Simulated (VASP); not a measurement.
The system is Ge.

```
Ge
1.0
    -1.33837    1.33837    1.33837
     1.33837   -1.33837    1.33837
     1.33837    1.33837   -1.33837
Ge
1
Direct
  0.00000 0.00000 0.00000
```

Base run:

| Property | Result |
| --- | --- |
| Program | VASP 6.6.1 |
| Functional | PBE |
| Potentials or basis | VASP PAW PBE potentials, release 64 (Ge_d) |
| Cutoff | 520 eV |
| k mesh | 20 × 20 × 20 |
| Occupations | fermi-dirac, width 0.05 eV |
| Spin | no spin polarisation |

Its results: band gap on the k mesh zero (band 7 reaches 36.00 eV, above the bottom of band 8 at 11.40 eV); pressure 221.1 GPa.

Question: The run is repeated on the same cell with these changes: further incar settings from ALGO = Normal; EDIFF = 1e-07; NBANDS = 13 to ALGO = Normal; EDIFF = 1e-06; NBANDS = 13. What comes out?

Answer: Band gap on the k mesh zero (band 7 reaches 36.00 eV, above the bottom of band 8 at 11.40 eV); pressure 220.5 GPa.
